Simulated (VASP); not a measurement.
# SiO2 (I-42d) in VASP: notebook

The runs below take SiO2 through single point, with PBEsol.

Program: VASP 6.6.1. These are calculated values, not measurements. Logs are shortened: lines on timing, memory, paths and dates and some standing lists are left out, and cuts for length are marked.

### Step 1. The cell of the first run

Symmetry: I-42d, No. 122, tetragonal system. Conventional cell: a = 4.748 Å, b = 4.748 Å, c = 7.488 Å, α = 90.00°, β = 90.00°, γ = 90.00°. Si (site symmetry -4) has 4 O at 1.62 Å within 2.2 Å. O (site symmetry 2) has 2 Si at 1.62 Å within 2.2 Å.

### Step 2. Single point, PBEsol

File INCAR:

```
ALGO = Normal
EDIFF = 1E-7
ENCUT = 520
GGA = PS
ISIF = 2
ISMEAR = 0
LASPH = T
LCHARG = F
LREAL = F
LWAVE = F
NBANDS = 25
NELM = 100
PREC = Accurate
SIGMA = 0.02
```

File KPOINTS:

```
Automatic mesh
0
Gamma
  6 6 6
  0.5 0.5 0.5
```

File POSCAR:

```
SiO2
1.0
   -2.3740500000      2.3740500000      3.7440000000
    2.3740500000     -2.3740500000      3.7440000000
    2.3740500000      2.3740500000     -3.7440000000
Si O
2 4
Direct
    0.0000000000      0.0000000000      0.0000000000
    0.7500000000      0.2500000000      0.5000000000
    0.9983800000      0.6250000000      0.8733800000
    0.3750000000      0.2483800000      0.3733800000
    0.7516200000      0.1250000000      0.1266200000
    0.8750000000      0.0016200000      0.6266200000
```

Potentials or basis: VASP PAW PBE potentials, release 64 (Si, O).

Started as:

```
> cat potpaw_PBE.64/Si/POTCAR potpaw_PBE.64/O/POTCAR > POTCAR
> mpirun -np 1 vasp_std > vasp.out
```

OUTCAR:

```text
EDIFF = 1E-7
   ENCUT = 520
   GGA = PS
   ISIF = 2
   ISMEAR = 0
   LASPH = T
   LREAL = F
   NELM = 100
   PREC = Accurate

 ion  position               nearest neighbor table
   1  0.000  0.000  0.000-   3 1.62   4 1.62   5 1.62   6 1.62   2 3.02   2 3.02   2 3.02   2 3.02

   2  0.750  0.250  0.500-   3 1.62   4 1.62   5 1.62   6 1.62   1 3.02   1 3.02   1 3.02   1 3.02

   3  0.998  0.625  0.873-   1 1.62   2 1.62
   4  0.375  0.248  0.373-   1 1.62   2 1.62
   5  0.752  0.125  0.127-   1 1.62   2 1.62
   6  0.875  0.002  0.627-   1 1.62   2 1.62

  LATTYP: Found a body centered tetragonal cell.
 ALAT       =     4.7481000000
 C/A-ratio  =     1.5770518734

  Lattice vectors:

 A1 = (  -2.3740500000,   2.3740500000,   3.7440000000)
 A2 = (   2.3740500000,  -2.3740500000,   3.7440000000)
 A3 = (   2.3740500000,   2.3740500000,  -3.7440000000)

Analysis of symmetry for initial positions (statically):
=====================================================================
 Subroutine PRICEL returns:
 Original cell was already a primitive cell.

 Routine SETGRP: Setting up the symmetry group for a
 body centered tetragonal supercell.

 Subroutine GETGRP returns: Found  8 space group operations
 (whereof  4 operations were pure point group operations)
 out of a pool of 16 trial point group operations.

The static configuration has the point symmetry S_4 .
 The point group associated with its full space group is D_2d.

Analysis of symmetry for dynamics (positions and initial velocities):
=====================================================================
 Subroutine PRICEL returns:
 Original cell was already a primitive cell.

 Routine SETGRP: Setting up the symmetry group for a
 body centered tetragonal supercell.

 Subroutine GETGRP returns: Found  8 space group operations
 (whereof  4 operations were pure point group operations)
 out of a pool of 16 trial point group operations.

The dynamic configuration has the point symmetry S_4 .
 The point group associated with its full space group is D_2d.

 Subroutine INISYM returns: Found  8 space group operations
 (whereof  4 operations are pure point group operations),
 and found     1 'primitive' translations

----------------------------------------------------------------------------------------

                                     Primitive cell

  volume of cell :      84.4064

  direct lattice vectors                    reciprocal lattice vectors
    -2.374050000  2.374050000  3.744000000     0.000000000  0.210610560  0.133547009
     2.374050000 -2.374050000  3.744000000     0.210610560  0.000000000  0.133547009
     2.374050000  2.374050000 -3.744000000     0.210610560  0.210610560  0.000000000

  length of vectors
     5.028892801  5.028892801  5.028892801     0.249382460  0.249382460  0.297848310

  position of ions in fractional coordinates (direct lattice)
     0.000000000  0.000000000  0.000000000
     0.750000000  0.250000000  0.500000000
     0.998380000  0.625000000  0.873380000
     0.375000000  0.248380000  0.373380000
     0.751620000  0.125000000  0.126620000
     0.875000000  0.001620000  0.626620000

  ion indices of the primitive-cell ions
   primitive index   ion index
                 1           1
                 2           2
                 3           3
                 4           4
                 5           5
                 6           6

----------------------------------------------------------------------------------------

 KPOINTS: Automatic mesh

Automatic generation of k-mesh.
 Grid dimensions read from file:
 generate k-points for:    6    6    6

 Generating k-lattice:

  Cartesian coordinates                     Fractional coordinates (reciprocal lattice)
     0.000000000  0.035101760  0.022257835     0.166666667  0.000000000  0.000000000
     0.035101760  0.000000000  0.022257835     0.000000000  0.166666667  0.000000000
     0.035101760  0.035101760  0.000000000     0.000000000  0.000000000  0.166666667

  Length of vectors
     0.041563743  0.041563743  0.049641385

  Shift w.r.t. Gamma in fractional coordinates (k-lattice)
     0.500000000  0.500000000  0.500000000

 Subroutine IBZKPT returns following result:
 ===========================================

 Found     28 irreducible k-points:

 Following reciprocal coordinates:
            Coordinates               Weight
  0.083333  0.083333  0.083333      8.000000
  0.250000  0.083333  0.083333     16.000000
  0.416667  0.083333  0.083333      8.000000
 -0.083333  0.083333  0.083333      4.000000
  0.250000  0.250000  0.083333      8.000000
  0.416667  0.250000  0.083333     16.000000
[... 16 lines left out ...]
 -0.250000  0.416667  0.250000      8.000000
 -0.416667 -0.416667  0.250000      8.000000
 [... further k-points ...]
   k-points           NKPTS =     28   k-points in BZ     NKDIM =     28   number of bands    NBANDS=     25
   number of dos      NEDOS =    301   number of ions     NIONS =      6
   total plane-waves  NPLWV =  64000
   dimension x,y,z NGX =    40 NGY =   40 NGZ =   40
   dimension x,y,z NGXF=    80 NGYF=   80 NGZF=   80
   ions per type =               2   4
   NGX,Y,Z   is equivalent  to a cutoff of  13.22, 13.22, 13.22 a.u.
   NGXF,Y,Z  is equivalent  to a cutoff of  26.45, 26.45, 26.45 a.u.
 SYSTEM =  unknown system
   PREC   = accura    normal or accurate (medium, high low for compatibility)
   ISTART =      0    job   : 0-new  1-cont  2-samecut
   ICHARG =      2    charge: 1-file 2-atom 10-const
   ISPIN  =      1    spin polarized calculation?
   LNONCOLLINEAR =      F non collinear calculations
   LSORBIT =      F    spin-orbit coupling
   LASPH  =      T    aspherical Exc in radial PAW
   ENCUT  =  520.0 eV  38.22 Ry    6.18 a.u.   9.35  9.35  9.35*2*pi/ulx,y,z
   NELM   =    100;   NELMIN=  2; NELMDL= -5     # of ELM steps
   EDIFF  = 0.1E-06   stopping-criterion for ELM
   LREAL  =      F    real-space projection
   EDIFFG = 0.1E-05   stopping-criterion for IOM
   NSW    =      0    number of steps for IOM
   IBRION =     -1    ionic relax: 0-MD 1-quasi-New 2-CG
   NFREE  =      0    steps in history (QN), initial steepest desc. (CG)
   ISIF   =      2    stress and relaxation
   ISYM   =      2    0-nonsym 1-usesym 2-fastsym
   POTIM  = 0.5000    time-step for ionic-motion
   TEBEG  =    0.0;   TEEND  =   0.0 temperature during run
   PSTRESS=    0.0 pullay stress
   NELECT =      32.0000    total number of electrons
   NUPDOWN=      -1.0000    fix difference up-down
   EMIN   =  10.00;   EMAX   =-10.00  energy-range for DOS
   EFERMI =   0.00;   METHOD = LEGACY
   ISMEAR =     0;   SIGMA  =   0.02  broadening in eV -4-tet -1-fermi 0-gaus
   EFERMI_NEDOS =   21; number of points for ismear=-14 and -15
   IALGO  =     38    algorithm
   IMIX   =      4    mixing-type and parameters
     AMIX     =   0.40;   BMIX     =  1.00
     AMIX_MAG =   1.60;   BMIX_MAG =  1.00
  volume/ion in A,a.u.               =      14.07        94.93
  Fermi-wavevector in a.u.,A,eV,Ry     =   1.184858  2.239057 19.101062  1.403888
  Thomas-Fermi vector in A             =   2.321064
   LORBIT       =      0    0 simple, 1 ext, 2 COOP (PROOUT), +10 PAW based schemes
   GGA     = PS    functional components
   LHFCALC =     F    Hartree Fock is set to
   AEXX    =    0.0000 exact exchange contribution
   IVDW    =     0    specifies the selected vdW correction
   LEPSILON=     F    determine dielectric tensor
   LRPA    =     F    only Hartree local field effects (RPA)
 non-spin polarized calculation
 Gauss-broadening in eV      SIGMA  =   0.02
  energy-cutoff  :      520.00
  volume of cell :       84.41
 maximum number of plane-waves:      2296
 NGX is ok and might be reduce to    40
   NGX = 19   NGY = 19   NGZ = 19

 number of electron      32.0000012 magnetization

 Free energy of the ion-electron system (eV)
  ---------------------------------------------------
  ext. energy  EPLUGINS =         0.00000000
  ---------------------------------------------------
  free energy    TOTEN  =       -49.29780431 eV

  energy without entropy =      -49.29780431  energy(sigma->0) =      -49.29780431

 E-fermi :  -0.0493     XC(G=0):  -8.7112

 val. band max:       -0.2117529158   @ k =  -0.0833  -0.0833   0.0833
 cond. band min:       5.9198712734   @ k =  -0.0833  -0.0833   0.0833
 fundamental gap:      6.1316241892
 Fermi energy:        -0.0492803666

 k-point     1 :       0.0833    0.0833    0.0833
  band No.  band energies     occupation
      1     -19.0947      2.00000
      2     -17.3063      2.00000
      3     -17.1028      2.00000
      4     -17.0958      2.00000
      5      -8.6978      2.00000
      6      -5.7530      2.00000
[... 17 lines left out ...]
     24      12.7395      0.00000
     25      13.6817      0.00000

 k-point     2 :       0.2500    0.0833    0.0833
  band No.  band energies     occupation
      1     -18.8720      2.00000
      2     -17.6201      2.00000
      3     -17.1219      2.00000
      4     -17.1058      2.00000
      5      -8.2540      2.00000
      6      -6.0165      2.00000
[... 17 lines left out ...]
     24      12.6413      0.00000
     25      13.6364      0.00000

 k-point     3 :       0.4167    0.0833    0.0833
  band No.  band energies     occupation
      1     -18.7077      2.00000
      2     -17.8295      2.00000
      3     -17.1271      2.00000
      4     -17.1142      2.00000
      5      -7.9714      2.00000
      6      -6.2027      2.00000
[... 552 lines left out ...]
 k-point    23 :      -0.2500    0.4167    0.2500
  band No.  band energies     occupation
      1     -18.5987      2.00000
      2     -17.9756      2.00000
      3     -17.1435      2.00000
      4     -17.0954      2.00000
      5      -7.6678      2.00000
      6      -6.3792      2.00000
[... 17 lines left out ...]
     24      12.9501      0.00000
     25      13.6621      0.00000

 k-point    24 :      -0.4167   -0.4167    0.2500
  band No.  band energies     occupation
      1     -18.5276      2.00000
      2     -18.0624      2.00000
      3     -17.1218      2.00000
      4     -17.1179      2.00000
      5      -7.4567      2.00000
      6      -6.5756      2.00000
[... 17 lines left out ...]
     24      13.0490      0.00000
     25      13.6425      0.00000

 [... further k-points ...]

------------------------ aborting loop because EDIFF is reached ----------------------------------------

  FORCE on cell =-STRESS in cart. coord.  units (eV):
  Direction    XX          YY          ZZ          XY          YZ          ZX
  --------------------------------------------------------------------------------------
  -------------------------------------------------------------------------------------
  Total        1.2081225      1.2081225      0.1892256      0.0000000      0.0000000      0.0000000
  in kB       22.9322142     22.9322142      3.5918238      0.0000000      0.0000000      0.0000000
  external PRESSURE =      16.4854174 kB  Pullay stress =       0.0000000 kB

 VOLUME and BASIS-vectors are now :
 -----------------------------------------------------------------------------
  energy-cutoff  :      520.00
  volume of cell :       84.41
      direct lattice vectors                 reciprocal lattice vectors
    -2.374050000  2.374050000  3.744000000     0.000000000  0.210610560  0.133547009
     2.374050000 -2.374050000  3.744000000     0.210610560  0.000000000  0.133547009
     2.374050000  2.374050000 -3.744000000     0.210610560  0.210610560  0.000000000

 POSITION                                       TOTAL-FORCE (eV/Angst)
 -----------------------------------------------------------------------------------
      0.00000      0.00000      0.00000        -0.000000      0.000000      0.000000
      0.00000      2.37405      1.87200        -0.000000      0.000000     -0.000000
      1.18702      2.95987      2.80800        -0.000000      0.026359     -0.000000
      0.58582      1.18702      0.93600         0.026359      0.000000     -0.000000
     -1.18702      1.78823      2.80800        -0.000000     -0.026359      0.000000
     -0.58582      3.56107      0.93600        -0.026359      0.000000      0.000000
 -----------------------------------------------------------------------------------
    total drift:                                0.000002      0.000002      0.000002

  FREE ENERGIE OF THE ION-ELECTRON SYSTEM (eV)
  ---------------------------------------------------
  free  energy   TOTEN  =       -49.2978043088 eV

  energy  without entropy=      -49.2978043088  energy(sigma->0) =      -49.29780431
```

It took 53 s on 1 thread of Intel Xeon Platinum 8488C (Sapphire Rapids), shared host; peak memory 0.24 GiB.

What came out:

```yaml
Free_energy: -49.2978 eV
Pressure: 1.6 GPa
Largest_force: 0.026 eV/Å
Band_gap_on_the_k_mesh: 6.13 eV, direct
```

Forces on the atoms (eV/Å):
```
Si   0.000  0.000  0.000
Si   0.000  0.000  0.000
O    0.000  0.026  0.000
O    0.026  0.000  0.000
O    0.000 -0.026  0.000
O   -0.026  0.000  0.000
```

Stress tensor (GPa, compression positive):
```
2.29 0.00 0.00
0.00 2.29 0.00
0.00 0.00 0.36
```

Caveat: the PAW data sets were made with another functional, which shifts forces and pressure a little. A k mesh can miss the band edges.

### Step 3. Single point, PBEsol

File INCAR:

```
SYSTEM = SiO2
PREC = Accurate
ENCUT = 520
EDIFF = 1E-6
ISMEAR = 0
SIGMA = 0.02
LREAL = .FALSE.
LASPH = .TRUE.
NELM = 100
ALGO = Normal
ISIF = 2
LWAVE = .FALSE.
LCHARG = .TRUE.
GGA = PS
LELF = .TRUE.
LVHAR = .TRUE.
NBANDS = 25
```

File KPOINTS:

```
Automatic mesh
0
G
  8 8 8
  0 0 0
```

POSCAR is that of step 2.

Potentials or basis: VASP PAW PBE potentials, release 64 (Si, O).

Started as:

```
> cat potpaw_PBE.64/Si/POTCAR potpaw_PBE.64/O/POTCAR > POTCAR
> mpirun -np 1 vasp_std > vasp.out
```

Wall time 2 min (1 thread of Intel Xeon Platinum 8488C (Sapphire Rapids), shared host); peak memory 0.28 GiB.

Results (log left out):

| Item | Value |
| --- | --- |
| Free energy | -49.2978 eV |
| Pressure | 1.6 GPa |
| Largest force | 0.027 eV/Å |
| Band gap on the k mesh | 5.97 eV, direct |

Forces on the atoms (eV/Å):
```
Si   0.000  0.000  0.000
Si   0.000  0.000  0.000
O    0.000  0.027  0.000
O    0.027  0.000  0.000
O    0.000 -0.027  0.000
O   -0.027  0.000  0.000
```

Stress tensor (GPa, compression positive):
```
2.29 0.00 0.00
0.00 2.29 0.00
0.00 0.00 0.36
```

Levels at points of the mesh, in eV from the valence-band top:
| k point | band 13 | band 14 | band 15 | band 16 | band 17 | band 18 | band 19 | band 20 |
| --- | --- | --- | --- | --- | --- | --- | --- | --- |
| (0.00, 0.00, 0.00) | -1.33 | -1.03 | 0.00 | 0.00 | 5.97 | 8.57 | 11.19 | 11.19 |
| (0.50, 0.00, 0.00) | -1.28 | -0.68 | -0.29 | -0.18 | 8.31 | 9.17 | 9.96 | 10.12 |
| (0.50, 0.50, 0.00) | -0.75 | -0.75 | -0.24 | -0.24 | 9.41 | 9.41 | 10.05 | 10.05 |
| (0.50, 0.50, 0.50) | -1.50 | -1.50 | -0.11 | -0.11 | 8.97 | 8.97 | 9.59 | 9.59 |

Caveat: the PAW data sets were made with another functional, which shifts forces and pressure a little. As with any semilocal functional, this PBEsol gap is likely too small.
